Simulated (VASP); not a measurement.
# NbTe8Mo3 (P-6m2) in VASP: relaxation of cell and atoms with PBE

Aim: the relaxation of cell and atoms of NbTe8Mo3 with PBE.

Everything below comes from runs of VASP 6.6.1. Logs are shortened: lines on timing, memory, paths and dates and some standing lists are left out, and cuts for length are marked.

## (1) The cell of the first run

The structure is hexagonal, space group P-6m2 (No. 187). Conventional cell: a = 3.694 Å, b = 3.694 Å, c = 29.341 Å, α = 90.00°, β = 90.00°, γ = 120.00°. Within 3.8 Å of Nb (site symmetry -6m2) lie 6 Te at 2.85 Å and 6 Nb at 3.69 Å. Te (site symmetry 3m) has 3 Nb at 2.85 Å and 7 Te at 3.69 to 3.79 Å within 3.8 Å. Within 3.8 Å of Te (site symmetry 3m) lie 3 Mo at 2.85 Å and 7 Te at 3.69 to 3.79 Å. Te (site symmetry 3m) has 3 Mo at 2.85 Å and 7 Te at 3.69 to 3.79 Å within 3.8 Å. Within 3.8 Å of Te (site symmetry 3m) lie 3 Mo at 2.85 Å and 7 Te at 3.69 to 3.79 Å. Mo (site symmetry 3m) has 6 Te at 2.85 Å and 6 Mo at 3.69 Å within 3.8 Å. Within 3.8 Å of Mo (site symmetry -6m2) lie 6 Te at 2.85 Å and 6 Mo at 3.69 Å.

## (2) Relaxation of cell and atoms, PBE

INCAR

```
SYSTEM = NbTe8Mo3
ALGO     = Normal         ! electronic algorithm
EDIFF    = 1E-7           ! SCF threshold, eV
EDIFFG   = -0.04          ! ionic threshold
ENCUT    = 600            ! plane-wave cutoff, eV
GGA      = PE             ! functional
IBRION   = 2              ! ionic algorithm
ISIF     = 3              ! what is computed and relaxed
ISMEAR   = 0              ! smearing method
LASPH    = .TRUE.         ! aspherical terms in the spheres
LCHARG   = .FALSE.        ! write CHGCAR
LREAL    = .FALSE.        ! projectors in reciprocal space
LWAVE    = .FALSE.        ! write WAVECAR
NELM     = 100            ! most SCF steps
NSW      = 90             ! ionic steps
PREC     = Accurate       ! precision mode
SIGMA    = 0.1            ! smearing width, eV
```

KPOINTS

```
k-points
0
G
  6 6 1
  0 0 0
```

POSCAR

```
NbTe8Mo3
1.0
    3.6937143500      0.0000000000      0.0000000000
   -1.8468571800      3.1988504600      0.0000000000
    0.0000000000      0.0000000000     29.3414179700
Nb Te Mo
1 8 3
Direct
    0.6666666700      0.3333333300      0.0000000000
    0.3333333300      0.6666666700      0.9355000000
    0.3333333300      0.6666666700      0.4355000000
    0.6666666700      0.3333333300      0.6855000000
    0.6666666700      0.3333333300      0.1855000000
    0.3333333300      0.6666666700      0.0645000000
    0.3333333300      0.6666666700      0.5645000000
    0.6666666700      0.3333333300      0.8145000000
    0.6666666700      0.3333333300      0.3145000000
    0.3333333300      0.6666666700      0.7500000000
    0.3333333300      0.6666666700      0.2500000000
    0.6666666700      0.3333333300      0.5000000000
```

Potentials or basis: VASP PAW PBE potentials, release 64 (Nb_sv, Te, Mo_sv).

Started as:

```
$ cat potpaw_PBE.64/Nb_sv/POTCAR potpaw_PBE.64/Te/POTCAR potpaw_PBE.64/Mo_sv/POTCAR > POTCAR
$ mpirun -np 1 vasp_std > vasp.out
```

OUTCAR:

```text
SYSTEM = NbTe8Mo3
   EDIFF = 1E-7
   EDIFFG = -0.04
   ENCUT = 600
   GGA = PE
   IBRION = 2
   ISIF = 3
   ISMEAR = 0
   LASPH = .TRUE.
   LREAL = .FALSE.
   NELM = 100
   NSW = 90
   PREC = Accurate

 ion  position               nearest neighbor table
   1  0.667  0.333  0.000-   2 2.85   6 2.85   2 2.85   6 2.85   2 2.85   6 2.85
   2  0.333  0.667  0.935-   1 2.85   1 2.85   1 2.85
   3  0.333  0.667  0.435-  12 2.85  12 2.85  12 2.85
   4  0.667  0.333  0.685-  10 2.85  10 2.85  10 2.85
   5  0.667  0.333  0.185-  11 2.85  11 2.85  11 2.85
   6  0.333  0.667  0.065-   1 2.85   1 2.85   1 2.85
   7  0.333  0.667  0.565-  12 2.85  12 2.85  12 2.85
   8  0.667  0.333  0.815-  10 2.85  10 2.85  10 2.85
   9  0.667  0.333  0.315-  11 2.85  11 2.85  11 2.85
  10  0.333  0.667  0.750-   4 2.85   8 2.85   4 2.85   8 2.85   4 2.85   8 2.85
  11  0.333  0.667  0.250-   5 2.85   9 2.85   5 2.85   9 2.85   5 2.85   9 2.85
  12  0.667  0.333  0.500-   3 2.85   7 2.85   3 2.85   7 2.85   3 2.85   7 2.85

  LATTYP: Found a hexagonal cell.
 ALAT       =     3.6937143500
 C/A-ratio  =     7.9436077589

  Lattice vectors:

 A1 = (   3.6937143500,   0.0000000000,   0.0000000000)
 A2 = (  -1.8468571800,   3.1988504600,   0.0000000000)
 A3 = (   0.0000000000,   0.0000000000,  29.3414179700)

Analysis of symmetry for initial positions (statically):
=====================================================================
 Subroutine PRICEL returns:
 Original cell was already a primitive cell.

 Routine SETGRP: Setting up the symmetry group for a
 hexagonal supercell.

 Subroutine GETGRP returns: Found 12 space group operations
 (whereof 12 operations were pure point group operations)
 out of a pool of 24 trial point group operations.

The static configuration has the point symmetry D_3h.

Analysis of symmetry for dynamics (positions and initial velocities):
=====================================================================
 Subroutine PRICEL returns:
 Original cell was already a primitive cell.

 Routine SETGRP: Setting up the symmetry group for a
 hexagonal supercell.

 Subroutine GETGRP returns: Found 12 space group operations
 (whereof 12 operations were pure point group operations)
 out of a pool of 24 trial point group operations.

The dynamic configuration has the point symmetry D_3h.

 Subroutine INISYM returns: Found 12 space group operations
 (whereof 12 operations are pure point group operations),
 and found     1 'primitive' translations

----------------------------------------------------------------------------------------

                                     Primitive cell

  volume of cell :     346.6876

  direct lattice vectors                    reciprocal lattice vectors
     3.693714350  0.000000000  0.000000000     0.270730193  0.156306150  0.000000000
    -1.846857180  3.198850460  0.000000000     0.000000000  0.312612300  0.000000000
     0.000000000  0.000000000 29.341417970     0.000000000  0.000000000  0.034081516

  length of vectors
     3.693714350  3.693714351 29.341417970     0.312612300  0.312612300  0.034081516

  position of ions in fractional coordinates (direct lattice)
     0.666666670  0.333333330  0.000000000
     0.333333330  0.666666670  0.935500000
     0.333333330  0.666666670  0.435500000
     0.666666670  0.333333330  0.685500000
     0.666666670  0.333333330  0.185500000
     0.333333330  0.666666670  0.064500000
     0.333333330  0.666666670  0.564500000
     0.666666670  0.333333330  0.814500000
     0.666666670  0.333333330  0.314500000
     0.333333330  0.666666670  0.750000000
     0.333333330  0.666666670  0.250000000
     0.666666670  0.333333330  0.500000000

  ion indices of the primitive-cell ions
   primitive index   ion index
                 1           1
                 2           2
                 3           3
                 4           4
                 5           5
                 6           6
                 7           7
                 8           8
                 9           9
                10          10
                11          11
                12          12

----------------------------------------------------------------------------------------

 KPOINTS: k-points

Automatic generation of k-mesh.
 Grid dimensions read from file:
 generate k-points for:    6    6    1

 Generating k-lattice:

  Cartesian coordinates                     Fractional coordinates (reciprocal lattice)
     0.045121699  0.026051025  0.000000000     0.166666667 -0.000000000  0.000000000
     0.000000000  0.052102050  0.000000000     0.000000000  0.166666667  0.000000000
     0.000000000  0.000000000  0.034081516     0.000000000  0.000000000  1.000000000

  Length of vectors
     0.052102050  0.052102050  0.034081516

  Shift w.r.t. Gamma in fractional coordinates (k-lattice)
     0.000000000  0.000000000  0.000000000

 Subroutine IBZKPT returns following result:
 ===========================================

 Found      7 irreducible k-points:

 Following reciprocal coordinates:
            Coordinates               Weight
  0.000000  0.000000  0.000000      1.000000
  0.166667  0.000000  0.000000      6.000000
  0.333333 -0.000000  0.000000      6.000000
  0.500000  0.000000  0.000000      3.000000
  0.166667  0.166667  0.000000      6.000000
  0.333333  0.166667  0.000000     12.000000
  0.333333  0.333333  0.000000      2.000000
   k-points           NKPTS =      7   k-points in BZ     NKDIM =      7   number of bands    NBANDS=     61
   number of dos      NEDOS =    301   number of ions     NIONS =     12
   total plane-waves  NPLWV = 216000
   dimension x,y,z NGX =    30 NGY =   30 NGZ =  240
   dimension x,y,z NGXF=    60 NGYF=   60 NGZF=  480
   ions per type =               1   8   3
   NGX,Y,Z   is equivalent  to a cutoff of  13.50, 13.50, 13.60 a.u.
   NGXF,Y,Z  is equivalent  to a cutoff of  27.00, 27.00, 27.20 a.u.
 SYSTEM =  NbTe8Mo3
   PREC   = accura    normal or accurate (medium, high low for compatibility)
   ISTART =      0    job   : 0-new  1-cont  2-samecut
   ICHARG =      2    charge: 1-file 2-atom 10-const
   ISPIN  =      1    spin polarized calculation?
   LNONCOLLINEAR =      F non collinear calculations
   LSORBIT =      F    spin-orbit coupling
   LASPH  =      T    aspherical Exc in radial PAW
   ENCUT  =  600.0 eV  44.10 Ry    6.64 a.u.   7.38  7.38 58.60*2*pi/ulx,y,z
   NELM   =    100;   NELMIN=  2; NELMDL= -5     # of ELM steps
   EDIFF  = 0.1E-06   stopping-criterion for ELM
   LREAL  =      F    real-space projection
   EDIFFG = -.4E-01   stopping-criterion for IOM
   NSW    =     90    number of steps for IOM
   IBRION =      2    ionic relax: 0-MD 1-quasi-New 2-CG
   NFREE  =      1    steps in history (QN), initial steepest desc. (CG)
   ISIF   =      3    stress and relaxation
   ISYM   =      2    0-nonsym 1-usesym 2-fastsym
   POTIM  = 0.5000    time-step for ionic-motion
   TEBEG  =    0.0;   TEEND  =   0.0 temperature during run
   PSTRESS=    0.0 pullay stress
   NELECT =     103.0000    total number of electrons
   NUPDOWN=      -1.0000    fix difference up-down
   EMIN   =  10.00;   EMAX   =-10.00  energy-range for DOS
   EFERMI =   0.00;   METHOD = LEGACY
   ISMEAR =     0;   SIGMA  =   0.10  broadening in eV -4-tet -1-fermi 0-gaus
   EFERMI_NEDOS =   21; number of points for ismear=-14 and -15
   IALGO  =     38    algorithm
   IMIX   =      4    mixing-type and parameters
     AMIX     =   0.40;   BMIX     =  1.00
     AMIX_MAG =   1.60;   BMIX_MAG =  1.00
  volume/ion in A,a.u.               =      28.89       194.96
  Fermi-wavevector in a.u.,A,eV,Ry     =   1.092382  2.064302 16.235805  1.193298
  Thomas-Fermi vector in A             =   2.228646
   LORBIT       =      0    0 simple, 1 ext, 2 COOP (PROOUT), +10 PAW based schemes
   GGA     = PE    functional components
   LHFCALC =     F    Hartree Fock is set to
   AEXX    =    0.0000 exact exchange contribution
   IVDW    =     0    specifies the selected vdW correction
   LEPSILON=     F    determine dielectric tensor
   LRPA    =     F    only Hartree local field effects (RPA)
 conjugate gradient relaxation of ions
 non-spin polarized calculation
 Gauss-broadening in eV      SIGMA  =   0.10
  energy-cutoff  :      600.00
  volume of cell :      346.69
 maximum number of plane-waves:     11631
 NGX is ok and might be reduce to    30
   NGX = 15   NGY = 15   NGZ =117

--------------------------------------- Ionic step        1  -------------------------------------------

 number of electron     102.9999998 magnetization

 Free energy of the ion-electron system (eV)
  ---------------------------------------------------
  ext. energy  EPLUGINS =         0.00000000
  ---------------------------------------------------
  free energy    TOTEN  =       -71.01580276 eV

  energy without entropy =      -70.99229811  energy(sigma->0) =      -71.00405043

------------------------ aborting loop because EDIFF is reached ----------------------------------------

  FORCE on cell =-STRESS in cart. coord.  units (eV):
  Direction    XX          YY          ZZ          XY          YZ          ZX
  --------------------------------------------------------------------------------------
  -------------------------------------------------------------------------------------
  Total      -13.1661153    -13.1661153    -17.9122120      0.0000000      0.0000000      0.0000000
  in kB      -60.8457003    -60.8457003    -82.7792447      0.0000001      0.0000000      0.0000000
  external PRESSURE =     -68.1568818 kB  Pullay stress =       0.0000000 kB
[... 119 lines left out ...]
  FREE ENERGIE OF THE ION-ELECTRON SYSTEM (eV)
  ---------------------------------------------------
  free  energy   TOTEN  =       -71.7910800424 eV

  energy  without entropy=      -71.7695470001  energy(sigma->0) =      -71.78031352

 E-fermi :   7.2711     XC(G=0): -10.0282

 val. band max:        7.1643383822   @ k =   0.1667   0.1667   0.0000
 cond. band min:       7.2996349399   @ k =   0.1667   0.0000   0.0000
 fundamental gap:      0.1352965578
 Fermi energy:         7.2711050614

 k-point     1 :       0.0000    0.0000    0.0000
  band No.  band energies     occupation
      1     -53.6807      2.00000
      2     -53.6612      2.00000
      3     -53.6612      2.00000
      4     -47.6360      2.00000
      5     -27.8062      2.00000
      6     -27.7874      2.00000
[... 437 lines left out ...]
     60       9.3987      0.00000
     61       9.4070      0.00000

[... ionic steps 4 to 12 ...]

--------------------------------------- Ionic step       13  -------------------------------------------

 number of electron     102.9999996 magnetization

------------------------ aborting loop because EDIFF is reached ----------------------------------------

  FORCE on cell =-STRESS in cart. coord.  units (eV):
  Direction    XX          YY          ZZ          XY          YZ          ZX
  --------------------------------------------------------------------------------------
  -------------------------------------------------------------------------------------
  Total       -0.7178217     -0.7178217      1.0869535      0.0000000      0.0000000      0.0000000
  in kB       -3.5219266     -3.5219266      5.3330381      0.0000000      0.0000000      0.0000000
  external PRESSURE =      -0.5702717 kB  Pullay stress =       0.0000000 kB
[... 77 lines left out ...]
  energy  without entropy=      -71.8359216912  energy(sigma->0) =      -71.84659108

--------------------------------------- Ionic step       15  -------------------------------------------

 number of electron     102.9999998 magnetization

 Free energy of the ion-electron system (eV)
  ---------------------------------------------------
  ext. energy  EPLUGINS =         0.00000000
  ---------------------------------------------------
  free energy    TOTEN  =       -71.86404056 eV

  energy without entropy =      -71.84278995  energy(sigma->0) =      -71.85341525

 E-fermi :   7.0452     XC(G=0):  -9.9134

 val. band max:        6.9440606257   @ k =   0.1667   0.1667   0.0000
 cond. band min:       7.0657549200   @ k =   0.1667   0.0000   0.0000
 fundamental gap:      0.1216942943
 Fermi energy:         7.0451987106

 k-point     1 :       0.0000    0.0000    0.0000
  band No.  band energies     occupation
      1     -53.8729      2.00000
      2     -53.8639      2.00000
      3     -53.8639      2.00000
      4     -47.8547      2.00000
      5     -27.9993      2.00000
      6     -27.9912      2.00000
[... 476 lines left out ...]
  FREE ENERGIE OF THE ION-ELECTRON SYSTEM (eV)
  ---------------------------------------------------
  free  energy   TOTEN  =       -71.8640405552 eV

  energy  without entropy=      -71.8427899533  energy(sigma->0) =      -71.85341525

 reached required accuracy - stopping structural energy minimisation
```

It took 70 min on 1 thread of Intel Xeon 6975P-C (Granite Rapids), shared host; peak memory 0.66 GiB.

Results:

```
Free energy                           : -71.8640 eV
Relaxed volume                        : 27.44 Å³/atom
Relaxed cell                          : a = 3.596 Å, b = 3.596 Å, c = 29.403 Å, α = 90.00°, β = 90.00°, γ = 120.00°
Space group after relaxing (to 0.1 Å) : P-6m2 (No. 187)
Energy gained by relaxing             : 70.7 meV/atom
Ionic steps                           : 15
Pressure after relaxing               : -0.1 GPa
Largest force after relaxing          : 0.031 eV/Å
Band gap on the k mesh                : zero (an odd number of electrons rules out a gap without spin polarisation)
```

Forces in eV/Å, atoms in the order of the input:
```
Nb   0.000  0.000  0.000
Te   0.000  0.000  0.003
Te   0.000  0.000  0.007
Te   0.000  0.000 -0.020
Te   0.000  0.000  0.003
Te   0.000  0.000 -0.003
Te   0.000  0.000 -0.007
Te   0.000  0.000 -0.003
Te   0.000  0.000  0.020
Mo   0.000  0.000  0.031
Mo   0.000  0.000 -0.031
Mo   0.000  0.000  0.000
```

The path:
| step | energy change (eV) | largest force (eV/Å) | pressure (GPa) | volume (Å³) |
| --- | --- | --- | --- | --- |
| 1 | 0.0000 | 1.4401 | -6.82 | 346.69 |
| 2 | 0.7555 | 2.4784 | 13.93 | 288.57 |
| 3 | -0.7753 | 0.5127 | -0.22 | 320.39 |
| 4 | -0.7762 | 0.5499 | 0.02 | 319.65 |
| 5 | -0.7761 | 0.5767 | 0.19 | 319.13 |
| 6 | -0.8116 | 0.2355 | 0.28 | 318.72 |
| 7 | -0.8218 | 0.0492 | 0.37 | 318.36 |
| 8 | -0.8237 | 0.1614 | -0.35 | 321.34 |
| 9 | -0.8245 | 0.1226 | -0.11 | 320.30 |
| 10 | -0.8286 | 0.1056 | -0.10 | 321.29 |
| 11 | -0.8354 | 0.0643 | -0.09 | 323.67 |
| 12 | -0.8369 | 0.1299 | -0.03 | 328.46 |
| 13 | -0.8382 | 0.0740 | -0.06 | 326.55 |
| 14 | -0.8415 | 0.0546 | -0.06 | 327.23 |
| 15 | -0.8482 | 0.0309 | -0.06 | 329.26 |

Final structure:
```yaml
crystal:
  lattice:
    - [3.59589, 0.00000, 0.00000]
    - [-1.79795, 3.11414, 0.00000]
    - [0.00000, 0.00000, 29.40338]
  atoms:
    - { symbol: Nb, position: [0.66667, 0.33333, 0.00000] }
    - { symbol: Te, position: [0.33333, 0.66667, 0.93621] }
    - { symbol: Te, position: [0.33333, 0.66667, 0.43896] }
    - { symbol: Te, position: [0.66667, 0.33333, 0.68903] }
    - { symbol: Te, position: [0.66667, 0.33333, 0.18898] }
    - { symbol: Te, position: [0.33333, 0.66667, 0.06379] }
    - { symbol: Te, position: [0.33333, 0.66667, 0.56104] }
    - { symbol: Te, position: [0.66667, 0.33333, 0.81102] }
    - { symbol: Te, position: [0.66667, 0.33333, 0.31097] }
    - { symbol: Mo, position: [0.33333, 0.66667, 0.74999] }
    - { symbol: Mo, position: [0.33333, 0.66667, 0.25001] }
    - { symbol: Mo, position: [0.66667, 0.33333, 0.50000] }
```

Caveat: spin-orbit coupling is left out, which moves the levels of the heavy elements; this functional lacks dispersion, which binds the layers, so the pressure and a relaxed spacing across them are unreliable.
